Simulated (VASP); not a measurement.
# BaTe (P4/mmm) in VASP: notebook, part 3 of 3

VASP 6.6.1. Earlier steps stand in the parts before.

## (6) Single point, PBEsol (strain +0.0175 x Voigt [0, 1, 0, 0, 0, 0])

INCAR reads:

```
SYSTEM = BaTe
PREC = Accurate
ENCUT = 520
EDIFF = 1E-7
ISMEAR = 0
SIGMA = 0.05
LREAL = .False.
LASPH = .True.
NELM = 100
ALGO = Normal
ISIF = 2
LWAVE = .False.
LCHARG = .True.
GGA = PS
LELF = .True.
LVHAR = .True.
NBANDS = 15
```

KPOINTS reads:

```
regular mesh
0
Gamma
  6 6 6
  0 0 0
```

POSCAR reads:

```
BaTe
1.0
    4.2624660000      0.0000000000      0.0000000000
    0.0000000000      4.3370591550      0.0000000000
    0.0000000000      0.0000000000      4.2624660000
Ba Te
1 1
Direct
    0.0000000000      0.0000000000      0.0000000000
    0.5000000000      0.5000000000      0.5000000000
```

Potentials or basis: VASP PAW PBE potentials, release 64 (Ba_sv, Te).

Launch:

```
cat potpaw_PBE.64/Ba_sv/POTCAR potpaw_PBE.64/Te/POTCAR > POTCAR
mpirun -np 1 vasp_std > vasp.out
```

OUTCAR:

```text
SYSTEM = BaTe
   PREC = Accurate
   ENCUT = 520
   EDIFF = 1E-7
   ISMEAR = 0
   LREAL = .False.
   LASPH = .True.
   NELM = 100
   ISIF = 2
   GGA = PS

 ion  position               nearest neighbor table
   1  0.000  0.000  0.000-   2 3.71   2 3.71   2 3.71   2 3.71   2 3.71   2 3.71   2 3.71   2 3.71

   2  0.500  0.500  0.500-   1 3.71   1 3.71   1 3.71   1 3.71   1 3.71   1 3.71   1 3.71   1 3.71

  LATTYP: Found a simple tetragonal cell.
 ALAT       =     4.2624660000
 C/A-ratio  =     1.0175000000

  Lattice vectors:

 A1 = (  -4.2624660000,   0.0000000000,   0.0000000000)
 A2 = (   0.0000000000,   0.0000000000,   4.2624660000)
 A3 = (   0.0000000000,   4.3370591550,   0.0000000000)

Analysis of symmetry for initial positions (statically):
=====================================================================
 Subroutine PRICEL returns:
 Original cell was already a primitive cell.

 Routine SETGRP: Setting up the symmetry group for a
 simple tetragonal supercell.

 Subroutine GETGRP returns: Found 16 space group operations
 (whereof 16 operations were pure point group operations)
 out of a pool of 16 trial point group operations.

The static configuration has the point symmetry D_4h.

Analysis of symmetry for dynamics (positions and initial velocities):
=====================================================================
 Subroutine PRICEL returns:
 Original cell was already a primitive cell.

 Routine SETGRP: Setting up the symmetry group for a
 simple tetragonal supercell.

 Subroutine GETGRP returns: Found 16 space group operations
 (whereof 16 operations were pure point group operations)
 out of a pool of 16 trial point group operations.

The dynamic configuration has the point symmetry D_4h.

 Subroutine INISYM returns: Found 16 space group operations
 (whereof 16 operations are pure point group operations),
 and found     1 'primitive' translations

----------------------------------------------------------------------------------------

                                     Primitive cell

  volume of cell :      78.7984

  direct lattice vectors                    reciprocal lattice vectors
     4.262466000  0.000000000  0.000000000     0.234605977  0.000000000  0.000000000
     0.000000000  4.337059155  0.000000000     0.000000000  0.230570985  0.000000000
     0.000000000  0.000000000  4.262466000     0.000000000  0.000000000  0.234605977

  length of vectors
     4.262466000  4.337059155  4.262466000     0.234605977  0.230570985  0.234605977

  position of ions in fractional coordinates (direct lattice)
     0.000000000  0.000000000  0.000000000
     0.500000000  0.500000000  0.500000000

  ion indices of the primitive-cell ions
   primitive index   ion index
                 1           1
                 2           2

----------------------------------------------------------------------------------------

 KPOINTS: regular mesh

Automatic generation of k-mesh.
 Grid dimensions read from file:
 generate k-points for:    6    6    6

 Generating k-lattice:

  Cartesian coordinates                     Fractional coordinates (reciprocal lattice)
     0.039100996  0.000000000  0.000000000     0.166666667  0.000000000  0.000000000
     0.000000000  0.038428497  0.000000000     0.000000000  0.166666667  0.000000000
     0.000000000  0.000000000  0.039100996     0.000000000  0.000000000  0.166666667

[... 41 lines left out ...]
   dimension x,y,z NGX =    32 NGY =   32 NGZ =   32
   dimension x,y,z NGXF=    64 NGYF=   64 NGZF=   64
   ions per type =               1   1
   NGX,Y,Z   is equivalent  to a cutoff of  12.48, 12.27, 12.48 a.u.
   NGXF,Y,Z  is equivalent  to a cutoff of  24.96, 24.53, 24.96 a.u.
 SYSTEM =  BaTe
   PREC   = accura    normal or accurate (medium, high low for compatibility)
   ISTART =      0    job   : 0-new  1-cont  2-samecut
   ICHARG =      2    charge: 1-file 2-atom 10-const
   ISPIN  =      1    spin polarized calculation?
   LNONCOLLINEAR =      F non collinear calculations
   LSORBIT =      F    spin-orbit coupling
   LASPH  =      T    aspherical Exc in radial PAW
   ENCUT  =  520.0 eV  38.22 Ry    6.18 a.u.   7.93  8.06  7.93*2*pi/ulx,y,z
   NELM   =    100;   NELMIN=  2; NELMDL= -5     # of ELM steps
   EDIFF  = 0.1E-06   stopping-criterion for ELM
   LREAL  =      F    real-space projection
   EDIFFG = 0.1E-05   stopping-criterion for IOM
   NSW    =      0    number of steps for IOM
   IBRION =     -1    ionic relax: 0-MD 1-quasi-New 2-CG
   NFREE  =      0    steps in history (QN), initial steepest desc. (CG)
   ISIF   =      2    stress and relaxation
   ISYM   =      2    0-nonsym 1-usesym 2-fastsym
   POTIM  = 0.5000    time-step for ionic-motion
   TEBEG  =    0.0;   TEEND  =   0.0 temperature during run
   PSTRESS=    0.0 pullay stress
   NELECT =      16.0000    total number of electrons
   NUPDOWN=      -1.0000    fix difference up-down
   EMIN   =  10.00;   EMAX   =-10.00  energy-range for DOS
   EFERMI =   0.00;   METHOD = LEGACY
   ISMEAR =     0;   SIGMA  =   0.05  broadening in eV -4-tet -1-fermi 0-gaus
   EFERMI_NEDOS =   21; number of points for ismear=-14 and -15
   IALGO  =     38    algorithm
   IMIX   =      4    mixing-type and parameters
     AMIX     =   0.40;   BMIX     =  1.00
     AMIX_MAG =   1.60;   BMIX_MAG =  1.00
  volume/ion in A,a.u.               =      39.40       265.88
  Fermi-wavevector in a.u.,A,eV,Ry     =   0.962223  1.818338 12.597270  0.925873
  Thomas-Fermi vector in A             =   2.091663
   LORBIT       =      0    0 simple, 1 ext, 2 COOP (PROOUT), +10 PAW based schemes
   GGA     = PS    functional components
   LHFCALC =     F    Hartree Fock is set to
   AEXX    =    0.0000 exact exchange contribution
   IVDW    =     0    specifies the selected vdW correction
   LEPSILON=     F    determine dielectric tensor
   LRPA    =     F    only Hartree local field effects (RPA)
 non-spin polarized calculation
 Gauss-broadening in eV      SIGMA  =   0.05
  energy-cutoff  :      520.00
  volume of cell :       78.80
 maximum number of plane-waves:      2176
 NGX is ok and might be reduce to    32
   NGX = 15   NGY = 17   NGZ = 15

 number of electron      16.0000000 magnetization

 Free energy of the ion-electron system (eV)
  ---------------------------------------------------
  ext. energy  EPLUGINS =         0.00000000
  ---------------------------------------------------
  free energy    TOTEN  =        -8.88847860 eV

  energy without entropy =       -8.88847860  energy(sigma->0) =       -8.88847860

 E-fermi :   3.9164     XC(G=0):  -8.8629

 val. band max:        3.6019629366   @ k =   0.5000   0.5000   0.0000
 cond. band min:       4.2901892546   @ k =   0.0000   0.0000   0.0000
 fundamental gap:      0.6882263180
 Fermi energy:         3.9163852007

 k-point     1 :       0.0000    0.0000    0.0000
  band No.  band energies     occupation
      1     -24.5574      2.00000
      2      -9.5825      2.00000
      3      -9.5704      2.00000
      4      -9.5704      2.00000
      5      -6.7915      2.00000
      6       3.0809      2.00000
      7       3.2274      2.00000
      8       3.2274      2.00000
      9       4.2902      0.00000
     10       4.3091      0.00000
     11       5.6797      0.00000
     12       8.0110      0.00000
     13       8.0110      0.00000
     14       8.1225      0.00000
[... 401 lines left out ...]
      2      -9.8676      2.00000
      3      -9.8038      2.00000
      4      -9.6085      2.00000
      5      -6.1779      2.00000
      6       1.2599      2.00000
      7       1.5584      2.00000
      8       2.4619      2.00000
      9       5.5976      0.00000
     10       6.6545      0.00000
     11       6.7150      0.00000
     12       7.8978      0.00000
     13       8.3160      0.00000
     14       9.5494      0.00000
     15      11.3633      0.00000

 [... further k-points ...]

------------------------ aborting loop because EDIFF is reached ----------------------------------------

  FORCE on cell =-STRESS in cart. coord.  units (eV):
  Direction    XX          YY          ZZ          XY          YZ          ZX
  --------------------------------------------------------------------------------------
  -------------------------------------------------------------------------------------
  Total       -0.8883240     -1.4799887     -0.8883240      0.0000000     -0.0000000      0.0000000
  in kB      -18.0619563    -30.0920512    -18.0619563      0.0000000     -0.0000000      0.0000000
  external PRESSURE =     -22.0719879 kB  Pullay stress =       0.0000000 kB

 VOLUME and BASIS-vectors are now :
 -----------------------------------------------------------------------------
  energy-cutoff  :      520.00
  volume of cell :       78.80
      direct lattice vectors                 reciprocal lattice vectors
     4.262466000  0.000000000  0.000000000     0.234605977  0.000000000  0.000000000
     0.000000000  4.337059155  0.000000000     0.000000000  0.230570985  0.000000000
     0.000000000  0.000000000  4.262466000     0.000000000  0.000000000  0.234605977

 POSITION                                       TOTAL-FORCE (eV/Angst)
 -----------------------------------------------------------------------------------
      0.00000      0.00000      0.00000         0.000000      0.000000      0.000000
      2.13123      2.16853      2.13123         0.000000      0.000000      0.000000
 -----------------------------------------------------------------------------------
    total drift:                                0.000000      0.000000     -0.000000

  FREE ENERGIE OF THE ION-ELECTRON SYSTEM (eV)
  ---------------------------------------------------
  free  energy   TOTEN  =        -8.8884785999 eV

  energy  without entropy=       -8.8884785999  energy(sigma->0) =       -8.88847860
```

It took 67 s on 1 thread of Intel Xeon 8259CL, shared host; peak memory 0.21 GiB.

Results:

```yaml
Free_energy: -8.8885 eV
Pressure: -2.2 GPa
Band_gap_on_the_k_mesh: 0.69 eV (least direct gap 0.83 eV)
```

Caveat: the cell differs from its parent crystal (strain +0.0175 x Voigt [0, 1, 0, 0, 0, 0]); the PAW data sets were made with another functional, which shifts forces and pressure a little; spin-orbit coupling is left out, which moves the levels of the heavy elements.

## (7) Summary

```tsv
cell	gap on the mesh (eV)	pressure (GPa)
a = 4.262, b = 4.284 Å, 2 atoms	0.70	-1.9
a = 4.262, b = 4.305 Å, 2 atoms	0.70	-2.0
a = 4.262, b = 4.326 Å, 2 atoms	0.69	-2.1
a = 4.262, b = 4.348 Å, 2 atoms	0.68	-2.3
a = 4.262, b = 4.337 Å, 2 atoms	0.69	-2.2
```

Alike in all rows: task single point; level PBEsol; potentials or basis VASP PAW PBE potentials, release 64 (Ba_sv, Te); no spin polarisation; k mesh 6 × 6 × 6; cutoff (eV) 520; smearing gaussian 0.05 eV.

Caveats: the PAW data sets were made with another functional, which shifts forces and pressure a little; spin-orbit coupling is left out, which moves the levels of the heavy elements.

Absolute energies hang on the potentials; compare differences alone.
